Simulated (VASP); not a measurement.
# Cd (Im-3m) in VASP: further runs

Cd is run at these levels: PBE; tasks: single point.

Everything below comes from runs of VASP 6.6.1. Logs are shortened: lines on timing, memory, paths and dates and some standing lists are left out, and cuts for length are marked.

## Step 1: The cell of the first run

Symmetry: Im-3m, No. 229, cubic system. The conventional cell has a = 2.860 Å, b = 2.860 Å, c = 2.860 Å, α = 90.00°, β = 90.00°, γ = 90.00°. Within 3.3 Å of Cd (site symmetry m-3m) lie 14 Cd at 2.48 to 2.86 Å.

This isn't the form of Cd at room conditions, which is hcp.

## Step 2: Single point, PBE (11.70 Å³/atom)

POSCAR reads:

```
Cd
1.0
   -1.4302105556      1.4302105556      1.4302105556
    1.4302105556     -1.4302105556      1.4302105556
    1.4302105556      1.4302105556     -1.4302105556
Cd
1
Direct
    0.0000000000      0.0000000000      0.0000000000
```

INCAR.step1 reads:

```
PREC     = Accurate       # precision mode
ENCUT    = 520            # plane-wave cutoff, eV
EDIFF    = 1E-6           # SCF threshold, eV
ISMEAR   = -1             # smearing method
SIGMA    = 0.05           # smearing width, eV
LREAL    = False          # projectors in reciprocal space
LASPH    = True           # aspherical terms in the spheres
NELM     = 80             # most SCF steps
ALGO     = Normal         # electronic algorithm
ISIF     = 2              # what is computed and relaxed
LWAVE    = False          # write WAVECAR
LCHARG   = True           # write CHGCAR
GGA      = PE             # functional
NBANDS   = 12             # bands
```

KPOINTS.step1 reads:

```
regular mesh
0
Gamma
  17 17 17
```

INCAR.step2 reads:

```
PREC     = Accurate       # precision mode
ENCUT    = 520            # plane-wave cutoff, eV
EDIFF    = 1E-6           # SCF threshold, eV
ISMEAR   = -5             # smearing method
SIGMA    = 0.05           # smearing width, eV
LREAL    = False          # projectors in reciprocal space
LASPH    = True           # aspherical terms in the spheres
NELM     = 80             # most SCF steps
ALGO     = Normal         # electronic algorithm
ISIF     = 2              # what is computed and relaxed
LWAVE    = False          # write WAVECAR
LCHARG   = False          # write CHGCAR
GGA      = PE             # functional
LORBIT   = 11             # projections on sites
NBANDS   = 12             # bands
NEDOS    = 1001           # points of the DOS
ICHARG   = 11             # starting density
```

KPOINTS.step2 reads:

```
regular mesh
0
Gamma
  26 26 26
```

Potentials or basis: VASP PAW PBE potentials, release 64 (Cd).

On the command line:

```console
cat potpaw_PBE.64/Cd/POTCAR > POTCAR
cp INCAR.step1 INCAR
cp KPOINTS.step1 KPOINTS
mpirun -np 1 vasp_std > vasp.out
cp INCAR.step2 INCAR
cp KPOINTS.step2 KPOINTS
mpirun -np 1 vasp_std > vasp.out
```

OUTCAR:

```text
PREC = Accurate
   ENCUT = 520
   EDIFF = 1E-6
   ISMEAR = -5
   LREAL = False
   LASPH = True
   NELM = 80
   ISIF = 2
   GGA = PE
   LORBIT = 11
   ICHARG = 11

 ion  position               nearest neighbor table
   1  0.000  0.000  0.000-

  LATTYP: Found a body centered cubic cell.
 ALAT       =     2.8604211112

  Lattice vectors:

 A1 = (  -1.4302105556,   1.4302105556,   1.4302105556)
 A2 = (   1.4302105556,  -1.4302105556,   1.4302105556)
 A3 = (   1.4302105556,   1.4302105556,  -1.4302105556)

Analysis of symmetry for initial positions (statically):
=====================================================================
 Subroutine PRICEL returns:
 Original cell was already a primitive cell.

 Routine SETGRP: Setting up the symmetry group for a
 body centered cubic supercell.

 Subroutine GETGRP returns: Found 48 space group operations
 (whereof 48 operations were pure point group operations)
 out of a pool of 48 trial point group operations.

The static configuration has the point symmetry O_h .

Analysis of symmetry for dynamics (positions and initial velocities):
=====================================================================
 Subroutine PRICEL returns:
 Original cell was already a primitive cell.

 Routine SETGRP: Setting up the symmetry group for a
 body centered cubic supercell.

 Subroutine GETGRP returns: Found 48 space group operations
 (whereof 48 operations were pure point group operations)
 out of a pool of 48 trial point group operations.

The dynamic configuration has the point symmetry O_h .

 Subroutine INISYM returns: Found 48 space group operations
 (whereof 48 operations are pure point group operations),
 and found     1 'primitive' translations

----------------------------------------------------------------------------------------

                                     Primitive cell

  volume of cell :      11.7020

  direct lattice vectors                    reciprocal lattice vectors
    -1.430210556  1.430210556  1.430210556     0.000000000  0.349598874  0.349598874
     1.430210556 -1.430210556  1.430210556     0.349598874  0.000000000  0.349598874
     1.430210556  1.430210556 -1.430210556     0.349598874  0.349598874  0.000000000

  length of vectors
     2.477197348  2.477197348  2.477197348     0.494407469  0.494407469  0.494407469

  position of ions in fractional coordinates (direct lattice)
     0.000000000  0.000000000  0.000000000

  ion indices of the primitive-cell ions
   primitive index   ion index
                 1           1

----------------------------------------------------------------------------------------

 KPOINTS: regular mesh

Automatic generation of k-mesh.
 Grid dimensions read from file:
 generate k-points for:   26   26   26

 Generating k-lattice:

  Cartesian coordinates                     Fractional coordinates (reciprocal lattice)
     0.000000000  0.013446111  0.013446111     0.038461538  0.000000000  0.000000000
     0.013446111  0.000000000  0.013446111     0.000000000  0.038461538  0.000000000
     0.013446111  0.013446111  0.000000000     0.000000000  0.000000000  0.038461538

  Length of vectors
     0.019015672  0.019015672  0.019015672

  Shift w.r.t. Gamma in fractional coordinates (k-lattice)
     0.000000000  0.000000000  0.000000000

 TETIRR: Found  21036 inequivalent tetrahedra from   105456

 Subroutine IBZKPT returns following result:
 ===========================================

 Found    511 irreducible k-points:

 Following reciprocal coordinates:
            Coordinates               Weight
  0.000000  0.000000  0.000000      1.000000
  0.038462  0.000000  0.000000     12.000000
  0.076923  0.000000  0.000000     12.000000
  0.115385  0.000000  0.000000     12.000000
  0.153846  0.000000  0.000000     12.000000
  0.192308  0.000000  0.000000     12.000000
[... 16 lines left out ...]
  0.346154  0.038462  0.000000     48.000000
  0.384615  0.038462  0.000000     48.000000
 [... further k-points ...]
   k-points           NKPTS =    511   k-points in BZ     NKDIM =    511   number of bands    NBANDS=     12
   number of dos      NEDOS =   1001   number of ions     NIONS =      1
   total plane-waves  NPLWV =   5832
   dimension x,y,z NGX =    18 NGY =   18 NGZ =   18
   dimension x,y,z NGXF=    36 NGYF=   36 NGZF=   36
   ions per type =               1
   NGX,Y,Z   is equivalent  to a cutoff of  12.08, 12.08, 12.08 a.u.
   NGXF,Y,Z  is equivalent  to a cutoff of  24.16, 24.16, 24.16 a.u.
 SYSTEM =  unknown system
   PREC   = accura    normal or accurate (medium, high low for compatibility)
   ISTART =      0    job   : 0-new  1-cont  2-samecut
   ICHARG =     11    charge: 1-file 2-atom 10-const
   ISPIN  =      1    spin polarized calculation?
   LNONCOLLINEAR =      F non collinear calculations
   LSORBIT =      F    spin-orbit coupling
   LASPH  =      T    aspherical Exc in radial PAW
   ENCUT  =  520.0 eV  38.22 Ry    6.18 a.u.   4.61  4.61  4.61*2*pi/ulx,y,z
   NELM   =     80;   NELMIN=  2; NELMDL=  0     # of ELM steps
   EDIFF  = 0.1E-05   stopping-criterion for ELM
   LREAL  =      F    real-space projection
   EDIFFG = 0.1E-04   stopping-criterion for IOM
   NSW    =      0    number of steps for IOM
   IBRION =     -1    ionic relax: 0-MD 1-quasi-New 2-CG
   NFREE  =      0    steps in history (QN), initial steepest desc. (CG)
   ISIF   =      2    stress and relaxation
   ISYM   =      2    0-nonsym 1-usesym 2-fastsym
   POTIM  = 0.5000    time-step for ionic-motion
   TEBEG  =    0.0;   TEEND  =   0.0 temperature during run
   PSTRESS=    0.0 pullay stress
   NELECT =      12.0000    total number of electrons
   NUPDOWN=      -1.0000    fix difference up-down
   EMIN   =  10.00;   EMAX   =-10.00  energy-range for DOS
   EFERMI =   0.00;   METHOD = LEGACY
   ISMEAR =    -5;   SIGMA  =   0.05  broadening in eV -4-tet -1-fermi 0-gaus
   EFERMI_NEDOS =   21; number of points for ismear=-14 and -15
   IALGO  =     38    algorithm
   IMIX   =      4    mixing-type and parameters
     AMIX     =   0.40;   BMIX     =  1.00
     AMIX_MAG =   1.60;   BMIX_MAG =  1.00
  volume/ion in A,a.u.               =      11.70        78.97
  Fermi-wavevector in a.u.,A,eV,Ry     =   1.650879  3.119709 37.081343  2.725402
  Thomas-Fermi vector in A             =   2.739754
   LORBIT       =     11    0 simple, 1 ext, 2 COOP (PROOUT), +10 PAW based schemes
   GGA     = PE    functional components
   LHFCALC =     F    Hartree Fock is set to
   AEXX    =    0.0000 exact exchange contribution
   IVDW    =     0    specifies the selected vdW correction
   LEPSILON=     F    determine dielectric tensor
   LRPA    =     F    only Hartree local field effects (RPA)
 non-spin polarized calculation
 Fermi weights with tetrahedron method with Bloechl corrections
  energy-cutoff  :      520.00
  volume of cell :       11.70
 maximum number of plane-waves:       329

 number of electron      12.0000003 magnetization

 Free energy of the ion-electron system (eV)
  ---------------------------------------------------
  ext. energy  EPLUGINS =         0.00000000
  ---------------------------------------------------
  free energy    TOTEN  =         2.70358588 eV

  energy without entropy =        2.70358588  energy(sigma->0) =        2.70358588

 E-fermi :  11.1481     XC(G=0): -14.7151

 val. band max:       11.3971236358   @ k =  -0.3846  -0.3846   0.1538
 cond. band min:      10.8779519371   @ k =  -0.3462  -0.3462   0.0385
 fundamental gap:     -0.5191716987
 Fermi energy:        11.1480794522

 k-point     1 :       0.0000    0.0000    0.0000
  band No.  band energies     occupation
      1      -5.5806      2.00000
      2      -3.0384      2.00000
      3      -3.0384      2.00000
      4      -3.0384      2.00000
      5      -0.9847      2.00000
      6      -0.9847      2.00000
      7      27.4498      0.00000
      8      27.4498      0.00000
      9      27.4498      0.00000
     10      34.9795      0.00000
     11      34.9795      0.00000
     12      37.6084      0.00000

 k-point     2 :       0.0385    0.0000    0.0000
  band No.  band energies     occupation
      1      -5.5147      2.00000
      2      -3.0571      2.00000
      3      -3.0347      2.00000
      4      -2.9945      2.00000
      5      -1.0063      2.00000
      6      -0.9832      2.00000
      7      27.2875      0.00000
      8      27.4318      0.00000
      9      27.4958      0.00000
     10      34.4170      0.00000
     11      34.9523      0.00000
     12      36.9562      0.00000

 k-point     3 :       0.0769    0.0000    0.0000
  band No.  band energies     occupation
      1      -5.3228      2.00000
      2      -3.1120      2.00000
      3      -3.0214      2.00000
      4      -2.8643      2.00000
      5      -1.0654      2.00000
      6      -0.9787      2.00000
      7      26.7869      0.00000
      8      27.3421      0.00000
      9      27.6294      0.00000
     10      33.5275      0.00000
     11      34.5424      0.00000
     12      35.6635      0.00000
[... 286 lines left out ...]
 k-point    23 :       0.3462    0.0385    0.0000
  band No.  band energies     occupation
      1      -4.7144      2.00000
      2      -4.0273      2.00000
      3      -1.1842      2.00000
      4      -0.8699      2.00000
      5      -0.2655      2.00000
      6       1.5108      2.00000
      7      14.9440      0.00000
      8      22.3853      0.00000
      9      25.4369      0.00000
     10      29.8062      0.00000
     11      32.4959      0.00000
     12      36.8981      0.00000

 k-point    24 :       0.3846    0.0385    0.0000
  band No.  band energies     occupation
      1      -4.8543      2.00000
      2      -4.1158      2.00000
      3      -1.1269      2.00000
      4      -0.8433      2.00000
      5       0.0955      2.00000
      6       2.6253      2.00000
      7      13.2808      0.00000
      8      21.9247      0.00000
      9      24.7094      0.00000
     10      29.9592      0.00000
     11      32.5973      0.00000
     12      37.1018      0.00000

 [... further k-points ...]

------------------------ aborting loop because EDIFF is reached ----------------------------------------

  FORCE on cell =-STRESS in cart. coord.  units (eV):
  Direction    XX          YY          ZZ          XY          YZ          ZX
  --------------------------------------------------------------------------------------
  -------------------------------------------------------------------------------------
  Total       14.3151615     14.3151615     14.3151615     -0.0000000      0.0000000      0.0000000
  in kB     1959.9586408   1959.9586408   1959.9586408     -0.0000000      0.0000000      0.0000000
  external PRESSURE =    1959.9586408 kB  Pullay stress =       0.0000000 kB

 VOLUME and BASIS-vectors are now :
 -----------------------------------------------------------------------------
  energy-cutoff  :      520.00
  volume of cell :       11.70
      direct lattice vectors                 reciprocal lattice vectors
    -1.430210556  1.430210556  1.430210556     0.000000000  0.349598874  0.349598874
     1.430210556 -1.430210556  1.430210556     0.349598874  0.000000000  0.349598874
     1.430210556  1.430210556 -1.430210556     0.349598874  0.349598874  0.000000000

 POSITION                                       TOTAL-FORCE (eV/Angst)
 -----------------------------------------------------------------------------------
      0.00000      0.00000      0.00000        -0.000000      0.000000      0.000000
 -----------------------------------------------------------------------------------
    total drift:                               -0.000000      0.000000     -0.000000

  FREE ENERGIE OF THE ION-ELECTRON SYSTEM (eV)
  ---------------------------------------------------
  free  energy   TOTEN  =         2.7035858751 eV

  energy  without entropy=        2.7035858751  energy(sigma->0) =        2.70358588

 total charge

# of ion       s       p       d       tot
------------------------------------------
    1        0.635   0.864   9.616  11.115
```

It took 75 s on 1 thread of Intel Xeon 8259CL, shared host; peak memory 0.22 GiB.

What came out:

```yaml
Valence_electrons_inside_the_program's_atomic_spheres: Cd 11.12
```

Levels at points of the mesh, in eV from the Fermi level:
| k point | band 4 | band 5 | band 6 | band 7 | band 8 | band 9 |
| --- | --- | --- | --- | --- | --- | --- |
| (0.00, 0.00, 0.00) | -14.19 | -12.13 | -12.13 | 16.30 | 16.30 | 16.30 |
| (0.50, 0.00, 0.00) | -11.93 | -10.55 | -6.86 | -0.27 | 10.39 | 13.05 |
| (0.50, 0.50, 0.50) | -10.94 | -10.94 | 2.55 | 2.55 | 2.55 | 10.64 |

## Step 3: Single point, PBE

This run uses another cell than the first one, of 23.40 Å³/atom.

POSCAR reads:

```
Cd
1.0
   -1.8019523847      1.8019523847      1.8019523847
    1.8019523847     -1.8019523847      1.8019523847
    1.8019523847      1.8019523847     -1.8019523847
Cd
1
Direct
    0.0000000000      0.0000000000      0.0000000000
```

INCAR.step1 reads:

```
  ALGO = Normal
  EDIFF = 1E-7
  ENCUT = 520
  GGA = PE
  ISIF = 2
  ISMEAR = -1
  LASPH = T
  LCHARG = T
  LREAL = F
  LWAVE = F
  NBANDS = 12
  NELM = 100
  PREC = Accurate
  SIGMA = 0.05
```

KPOINTS.step1 reads:

```
k-points
0
Gamma
  17 17 17
```

INCAR.step2 reads:

```
  ALGO = Normal
  EDIFF = 1E-7
  ENCUT = 520
  GGA = PE
  ICHARG = 11
  ISIF = 2
  ISMEAR = -5
  LASPH = T
  LCHARG = F
  LORBIT = 11
  LREAL = F
  LWAVE = F
  NEDOS = 2001
  NELM = 100
  PREC = Accurate
  SIGMA = 0.05
```

KPOINTS.step2 reads:

```
k-points
0
Gamma
  26 26 26
```

Potentials or basis: VASP PAW PBE potentials, release 64 (Cd).

On the command line:

```console
cat potpaw_PBE.64/Cd/POTCAR > POTCAR
cp INCAR.step1 INCAR
cp KPOINTS.step1 KPOINTS
mpirun -np 1 vasp_std > vasp.out
cp INCAR.step2 INCAR
cp KPOINTS.step2 KPOINTS
mpirun -np 1 vasp_std > vasp.out
```

Run time: 1.8 min. Hardware: 1 thread of Intel Xeon 8259CL, shared host; peak memory 0.27 GiB.

Results (log left out):

| Property | Result |
| --- | --- |
| Valence electrons inside the program's atomic spheres | Cd 10.29 |

Levels at points of the mesh, in eV from the Fermi level:
```tsv
k point	band 4	band 5	band 6	band 7	band 8	band 9
(0.00, 0.00, 0.00)	-8.53	-8.53	-8.34	15.21	15.21	15.23
(0.50, 0.00, 0.00)	-8.51	-8.14	-1.87	-1.02	8.98	9.78
(0.50, 0.50, 0.50)	-8.24	-8.24	3.38	3.38	3.38	5.21
```
